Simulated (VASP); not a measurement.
# Al in VASP: further runs

Runs on Al. Level: PBE. Tasks: single point.

Program: VASP 6.6.1. These are calculated values, not measurements. Logs are shortened: lines on timing, memory, paths and dates and some standing lists are left out, and cuts for length are marked.

**1. The cell of the first run**

Symmetry: I4/mmm, No. 139, tetragonal system. The conventional cell has a = 2.980 Å, b = 2.980 Å, c = 3.844 Å, α = 90.00°, β = 90.00°, γ = 90.00°. Within 3.9 Å of Al (site symmetry 4/mmm) lie 14 Al at 2.85 to 3.84 Å.

**2. Single point, PBE**

Input file INCAR:

```
SYSTEM = Al
  PREC = Accurate
  ENCUT = 520
  EDIFF = 1E-6
  ISMEAR = 0
  SIGMA = 0.1
  LREAL = .False.
  LASPH = .True.
  NELM = 60
  ALGO = Fast
  ISIF = 2
  LWAVE = .False.
  LCHARG = .False.
  GGA = PE
  NBANDS = 10
  ISYM = 0
```

Input file KPOINTS:

```
Automatic mesh
0
Gamma
  8 8 18
  0 0 0
```

Input file POSCAR:

```
Al
1.0
    4.2142065406      0.0000000000      0.0000000000
    0.0000000000      4.2142065406      0.0000000000
   -2.1071032703      0.0000000000      1.9219110672
Al
2
Direct
    0.0000000000      0.0000000000      0.0000000000
    0.5000000000      0.5000000000      0.0000000000
```

Potentials or basis: VASP PAW PBE potentials, release 64 (Al).

Started as:

```sh
$ cat potpaw_PBE.64/Al/POTCAR > POTCAR
$ mpirun -np 1 vasp_std > vasp.out
```

OUTCAR:

```text
SYSTEM = Al
   PREC = Accurate
   ENCUT = 520
   EDIFF = 1E-6
   ISMEAR = 0
   LREAL = .False.
   LASPH = .True.
   NELM = 60
   ISIF = 2
   GGA = PE
   ISYM = 0

 ion  position               nearest neighbor table
   1  0.000  0.000  0.000-   2 2.85   2 2.85   2 2.85   2 2.85   2 2.98   2 2.98   2 2.98   2 2.98

   2  0.500  0.500  0.000-   1 2.85   1 2.85   1 2.85   1 2.85   1 2.98   1 2.98   1 2.98   1 2.98

IMPORTANT INFORMATION: All symmetrisations will be switched off!
NOSYMM: (Re-)initialisation of all symmetry stuff for point group C_1.

----------------------------------------------------------------------------------------

                                     Primitive cell

  volume of cell :      34.1323

  direct lattice vectors                    reciprocal lattice vectors
     4.214206541  0.000000000  0.000000000     0.237292594  0.000000000  0.260157719
     0.000000000  4.214206541  0.000000000     0.000000000  0.237292594  0.000000000
    -2.107103270  0.000000000  1.921911067     0.000000000  0.000000000  0.520315439

  length of vectors
     4.214206541  4.214206541  2.851951322     0.352121874  0.237292594  0.520315439

  position of ions in fractional coordinates (direct lattice)
     0.000000000  0.000000000  0.000000000
     0.500000000  0.500000000  0.000000000

  ion indices of the primitive-cell ions
   primitive index   ion index
                 1           1
                 2           2

----------------------------------------------------------------------------------------

 KPOINTS: Automatic mesh

Automatic generation of k-mesh.
 Grid dimensions read from file:
 generate k-points for:    8    8   18

 Generating k-lattice:

  Cartesian coordinates                     Fractional coordinates (reciprocal lattice)
     0.029661574  0.000000000  0.032519715     0.125000000  0.000000000  0.000000000
     0.000000000  0.029661574  0.000000000     0.000000000  0.125000000  0.000000000
     0.000000000  0.000000000  0.028906413     0.000000000  0.000000000  0.055555556

  Length of vectors
     0.044015234  0.029661574  0.028906413

  Shift w.r.t. Gamma in fractional coordinates (k-lattice)
     0.000000000  0.000000000  0.000000000

 -----------------------------------------------------------------------------
|                                                                             |
|           W    W    AA    RRRRR   N    N  II  N    N   GGGG   !!!           |
|           W    W   A  A   R    R  NN   N  II  NN   N  G    G  !!!           |
|           W    W  A    A  R    R  N N  N  II  N N  N  G       !!!           |
[... 78 lines left out ...]
   NELECT =       6.0000    total number of electrons
   NUPDOWN=      -1.0000    fix difference up-down
   EMIN   =  10.00;   EMAX   =-10.00  energy-range for DOS
   EFERMI =   0.00;   METHOD = LEGACY
   ISMEAR =     0;   SIGMA  =   0.10  broadening in eV -4-tet -1-fermi 0-gaus
   EFERMI_NEDOS =   21; number of points for ismear=-14 and -15
   IALGO  =     68    algorithm
   IMIX   =      4    mixing-type and parameters
     AMIX     =   0.40;   BMIX     =  1.00
     AMIX_MAG =   1.60;   BMIX_MAG =  1.00
  volume/ion in A,a.u.               =      17.07       115.17
  Fermi-wavevector in a.u.,A,eV,Ry     =   0.917072  1.733015 11.442795  0.841022
  Thomas-Fermi vector in A             =   2.042000
   LORBIT       =      0    0 simple, 1 ext, 2 COOP (PROOUT), +10 PAW based schemes
   GGA     = PE    functional components
   LHFCALC =     F    Hartree Fock is set to
   AEXX    =    0.0000 exact exchange contribution
   IVDW    =     0    specifies the selected vdW correction
   LEPSILON=     F    determine dielectric tensor
   LRPA    =     F    only Hartree local field effects (RPA)
 non-spin polarized calculation
 RMM-DIIS sequential band-by-band and
 Gauss-broadening in eV      SIGMA  =   0.10
  energy-cutoff  :      520.00
  volume of cell :       34.13
 maximum number of plane-waves:       943
   NGX = 15   NGY = 15   NGZ = 11

 number of electron       6.0000000 magnetization

 Free energy of the ion-electron system (eV)
  ---------------------------------------------------
  ext. energy  EPLUGINS =         0.00000000
  ---------------------------------------------------
  free energy    TOTEN  =        -7.44751123 eV

  energy without entropy =       -7.44232664  energy(sigma->0) =       -7.44491894

 E-fermi :   7.5961     XC(G=0): -10.0753

 val. band max:        7.5910915637   @ k =   0.3750  -0.1250   0.1111
 cond. band min:       7.5985614125   @ k =   0.0000   0.5000   0.4444
 fundamental gap:      0.0074698488
 Fermi energy:         7.5960866326

 k-point     1 :       0.0000    0.0000    0.0000
  band No.  band energies     occupation
      1      -3.2500      2.00000
      2       4.4009      2.00000
      3       5.4403      2.00000
      4      13.3525      0.00000
      5      13.4258      0.00000
      6      14.0298      0.00000
      7      17.0003      0.00000
      8      19.8811      0.00000
      9      19.8815      0.00000
     10      20.8198      0.00000
[... 287 lines left out ...]
 k-point    24 :       0.2500    0.3750   -0.0000
  band No.  band energies     occupation
      1      -0.9481      2.00000
      2       1.0896      2.00000
      3       7.8241      0.00126
      4       9.7630      0.00000
      5      12.9655      0.00000
      6      15.3589      0.00000
      7      17.1001      0.00000
      8      17.6289      0.00000
      9      18.3712      0.00000
     10      18.9956      0.00000

 [... further k-points ...]

------------------------ aborting loop because EDIFF is reached ----------------------------------------

  FORCE on cell =-STRESS in cart. coord.  units (eV):
  Direction    XX          YY          ZZ          XY          YZ          ZX
  --------------------------------------------------------------------------------------
  -------------------------------------------------------------------------------------
  Total       -0.8133394     -0.7048658      0.2395299     -0.0000000      0.0000002      0.0798023
  in kB      -38.1783765    -33.0865953     11.2436016     -0.0000017      0.0000084      3.7459424
  external PRESSURE =     -20.0071234 kB  Pullay stress =       0.0000000 kB

 VOLUME and BASIS-vectors are now :
 -----------------------------------------------------------------------------
  energy-cutoff  :      520.00
  volume of cell :       34.13
      direct lattice vectors                 reciprocal lattice vectors
     4.214206541  0.000000000  0.000000000     0.237292594  0.000000000  0.260157719
     0.000000000  4.214206541  0.000000000     0.000000000  0.237292594  0.000000000
    -2.107103270  0.000000000  1.921911067     0.000000000  0.000000000  0.520315439

 POSITION                                       TOTAL-FORCE (eV/Angst)
 -----------------------------------------------------------------------------------
      0.00000      0.00000      0.00000        -0.000000     -0.000000      0.000000
      2.10710      2.10710      0.00000         0.000000      0.000000     -0.000000
 -----------------------------------------------------------------------------------
    total drift:                               -0.000000      0.000000      0.000000

  FREE ENERGIE OF THE ION-ELECTRON SYSTEM (eV)
  ---------------------------------------------------
  free  energy   TOTEN  =        -7.4475112254 eV

  energy  without entropy=       -7.4423266450  energy(sigma->0) =       -7.44491894
```

Run time: 69 s. Hardware: 1 thread of Intel Xeon 6975P-C (Granite Rapids), shared host; peak memory 0.27 GiB.

Results:

```
Free energy            : -7.4475 eV
Pressure               : -2.0 GPa
Band gap on the k mesh : zero (bands 3 and 4 overlap by 11.29 eV)
```

**3. Single point, PBE**

This run uses another cell than the first one, of 17.34 Å³/atom.

Input file INCAR:

```
SYSTEM = Al
  PREC = Accurate
  ENCUT = 520
  EDIFF = 1E-6
  ISMEAR = 0
  SIGMA = 0.1
  LREAL = .FALSE.
  LASPH = .TRUE.
  NELM = 100
  ALGO = Fast
  ISIF = 2
  LWAVE = .FALSE.
  LCHARG = .FALSE.
  GGA = PE
  ISYM = 0
  NBANDS = 10
```

Input file KPOINTS:

```
Automatic mesh
0
G
  8 8 18
  0 0 0
```

Input file POSCAR:

```
Al
1.0
    4.2142044188      0.0000000000      0.0042288317
    0.0000000000      4.2142065406      0.0000000000
   -2.1051736285      0.0000000000      1.9504544755
Al
2
Direct
    0.0000000000      0.0000000000      0.0000000000
    0.5000000000      0.5000000000      0.0000000000
```

Potentials or basis: VASP PAW PBE potentials, release 64 (Al).

Started as:

```sh
$ cat potpaw_PBE.64/Al/POTCAR > POTCAR
$ mpirun -np 1 vasp_std > vasp.out
```

Run time: 64 s. Hardware: 1 thread of Intel Xeon 6975P-C (Granite Rapids), shared host; peak memory 0.28 GiB.

It converged, with:

* Free energy: -7.4498 eV
* Pressure: -3.2 GPa
* Band gap on the k mesh: zero (bands 3 and 4 overlap by 11.41 eV)

Stress tensor (GPa, compression positive):
```
-5.09  0.00 -0.02
 0.00 -4.54  0.00
-0.02  0.00  0.02
```

Levels at points of the mesh, in eV from the Fermi level:
| k point | band 1 | band 2 | band 3 | band 4 | band 5 | band 6 |
| --- | --- | --- | --- | --- | --- | --- |
| (0.00, 0.00, 0.00) | -10.77 | -3.11 | -2.08 | 5.63 | 5.65 | 6.16 |
| (0.50, 0.00, 0.00) | -6.33 | -6.33 | 1.05 | 1.05 | 2.23 | 2.23 |
| (0.00, 0.50, 0.00) | -8.70 | -8.70 | 7.13 | 7.13 | 7.42 | 7.42 |
| (0.50, 0.50, 0.00) | -4.36 | -4.36 | -4.27 | -4.27 | 10.08 | 10.08 |
| (0.00, 0.00, 0.50) | -3.11 | -2.08 | -2.02 | -0.52 | 4.52 | 4.52 |
| (0.50, 0.00, 0.50) | -6.31 | -6.31 | 1.07 | 1.07 | 2.25 | 2.25 |
| (0.00, 0.50, 0.50) | -1.18 | -1.18 | -0.11 | -0.11 | -0.10 | -0.10 |
| (0.50, 0.50, 0.50) | -4.35 | -4.35 | -4.25 | -4.25 | 10.06 | 10.06 |

Caveat: the cell stands under tension.

**4. Single point, PBE**

This run uses another cell than the first one, of 17.34 Å³/atom.

Input file INCAR:

```
PREC = Accurate
ENCUT = 520
EDIFF = 1E-7
ISMEAR = 0
SIGMA = 0.1
LREAL = False
LASPH = True
NELM = 100
ALGO = Normal
ISIF = 2
LWAVE = False
LCHARG = False
GGA = PE
NBANDS = 10
```

Input file KPOINTS:

```
regular mesh
0
Gamma
  8 8 18
```

POSCAR is that of step 3.

Potentials or basis: VASP PAW PBE potentials, release 64 (Al).

Started as:

```sh
$ cat potpaw_PBE.64/Al/POTCAR > POTCAR
$ mpirun -np 1 vasp_std > vasp.out
```

OUTCAR:

```text
PREC = Accurate
   ENCUT = 520
   EDIFF = 1E-7
   ISMEAR = 0
   LREAL = False
   LASPH = True
   NELM = 100
   ISIF = 2
   GGA = PE

 ion  position               nearest neighbor table
   1  0.000  0.000  0.000-   2 2.87   2 2.87   2 2.87   2 2.87   2 2.98   2 2.98   2 2.98   2 2.98

   2  0.500  0.500  0.000-   1 2.87   1 2.87   1 2.87   1 2.87   1 2.98   1 2.98   1 2.98   1 2.98

  LATTYP: Found a simple monoclinic cell.
 ALAT       =     2.8698481958
 B/A-ratio  =     1.4684423193
 C/A-ratio  =     1.0019873965
 COS(beta)  =    -0.0760209673

  Lattice vectors:

 A1 = (  -2.1051736285,   0.0000000000,   1.9504544755)
 A2 = (   0.0000000000,  -4.2142065406,   0.0000000000)
 A3 = (   2.1090307903,   0.0000000000,   1.9546833072)

Analysis of symmetry for initial positions (statically):
=====================================================================
 Subroutine PRICEL returns following result:

  LATTYP: Found a base centered monoclinic cell.
 ALAT       =     3.9051396876
 B/A-ratio  =     1.0791436101
 C/A-ratio  =     0.7348900233
 COS(beta)  =    -0.6789119428

[... 196 lines left out ...]
  band No.  band energies     occupation
      1      -3.3033      2.00000
      2       4.3518      2.00000
      3       5.3878      2.00000
      4      13.0907      0.00000
      5      13.1131      0.00000
      6      13.6241      0.00000
      7      16.5969      0.00000
      8      19.6531      0.00000
      9      19.6547      0.00000
     10      20.4320      0.00000
[... 287 lines left out ...]
 k-point    24 :       0.3750    0.5000    0.0000
  band No.  band energies     occupation
      1       1.2445      2.00000
      2       1.2445      2.00000
      3       5.5563      2.00000
      4       5.5563      2.00000
      5      16.6905      0.00000
      6      16.6905      0.00000
      7      16.8861      0.00000
      8      16.8861      0.00000
      9      18.9394      0.00000
     10      18.9394      0.00000

 [... further k-points ...]

------------------------ aborting loop because EDIFF is reached ----------------------------------------

  FORCE on cell =-STRESS in cart. coord.  units (eV):
  Direction    XX          YY          ZZ          XY          YZ          ZX
  --------------------------------------------------------------------------------------
  -------------------------------------------------------------------------------------
  Total       -1.1012322     -0.9832556      0.0036571      0.0000000      0.0000000     -0.0045541
  in kB      -50.8805880    -45.4296796      0.1689691      0.0000000      0.0000000     -0.2104160
  external PRESSURE =     -32.0470995 kB  Pullay stress =       0.0000000 kB

 VOLUME and BASIS-vectors are now :
 -----------------------------------------------------------------------------
  energy-cutoff  :      520.00
  volume of cell :       34.68
      direct lattice vectors                 reciprocal lattice vectors
     4.214204419  0.000000000  0.004228832     0.237035986  0.000000000  0.255838787
     0.000000000  4.214206541  0.000000000     0.000000000  0.237292594  0.000000000
    -2.105173628  0.000000000  1.950454475    -0.000513924  0.000000000  0.512146330

 POSITION                                       TOTAL-FORCE (eV/Angst)
 -----------------------------------------------------------------------------------
      0.00000      0.00000      0.00000        -0.000000      0.000000      0.000000
      2.10710      2.10710      0.00211         0.000000      0.000000     -0.000000
 -----------------------------------------------------------------------------------
    total drift:                               -0.000000      0.000000      0.000000

  FREE ENERGIE OF THE ION-ELECTRON SYSTEM (eV)
  ---------------------------------------------------
  free  energy   TOTEN  =        -7.4498081647 eV

  energy  without entropy=       -7.4455890484  energy(sigma->0) =       -7.44769861
```

OSZICAR:

```text
N       E                     dE             d eps       ncg     rms          rms(c)
DAV:   1    -0.411615633622E+00   -0.41162E+00   -0.21584E+03  7408   0.439E+02
DAV:   2    -0.733433678776E+01   -0.69227E+01   -0.66487E+01  9704   0.535E+01
DAV:   3    -0.749224862439E+01   -0.15791E+00   -0.15628E+00  9642   0.636E+00
DAV:   4    -0.749299668033E+01   -0.74806E-03   -0.74799E-03  8930   0.498E-01
DAV:   5    -0.749300363792E+01   -0.69576E-05   -0.69573E-05  8850   0.454E-02    0.172E+00
DAV:   6    -0.746798151047E+01    0.25022E-01   -0.36740E-03  8374   0.330E-01    0.100E+00
DAV:   7    -0.744986404583E+01    0.18117E-01   -0.10367E-02  8030   0.521E-01    0.175E-01
DAV:   8    -0.744981262871E+01    0.51417E-04   -0.69144E-05  9646   0.549E-02    0.101E-02
DAV:   9    -0.744980946219E+01    0.31665E-05   -0.22298E-06  8738   0.729E-03    0.170E-03
DAV:  10    -0.744980820948E+01    0.12527E-05   -0.20765E-08  7744   0.955E-04    0.632E-04
DAV:  11    -0.744980816466E+01    0.44822E-07   -0.83886E-10  4620   0.182E-04
   1 F= -.74498082E+01 E0= -.74476986E+01  d E =-.421912E-02
```

Wall time 38 s (1 thread of Intel Xeon 6975P-C (Granite Rapids), shared host); peak memory 0.23 GiB.

What came out:

```
Free energy            : -7.4498 eV
Pressure               : -3.2 GPa
Band gap on the k mesh : zero (bands 3 and 4 overlap by 11.41 eV)
```

Levels at points of the mesh, in eV from the Fermi level:
```csv
k point,band 1,band 2,band 3,band 4,band 5,band 6,band 7,band 8
"(0.00, 0.00, 0.00)",-10.77,-3.11,-2.08,5.63,5.65,6.16,9.13,12.19
"(0.50, 0.00, 0.00)",-6.33,-6.33,1.06,1.06,2.23,2.23,9.15,9.15
"(0.00, 0.50, 0.00)",-8.70,-8.70,7.13,7.13,7.42,7.42,7.65,7.65
"(0.50, 0.50, 0.00)",-4.36,-4.36,-4.27,-4.27,10.08,10.08,10.47,10.47
"(0.00, 0.00, 0.50)",-3.11,-2.08,-2.02,-0.52,4.52,4.52,4.73,5.63
"(0.50, 0.00, 0.50)",-6.31,-6.31,1.07,1.07,2.25,2.25,9.10,9.10
"(0.00, 0.50, 0.50)",-1.18,-1.18,-0.11,-0.11,-0.10,-0.10,1.59,1.59
"(0.50, 0.50, 0.50)",-4.35,-4.35,-4.25,-4.25,10.06,10.06,10.46,10.46
```

Caveat: the cell stands under tension.
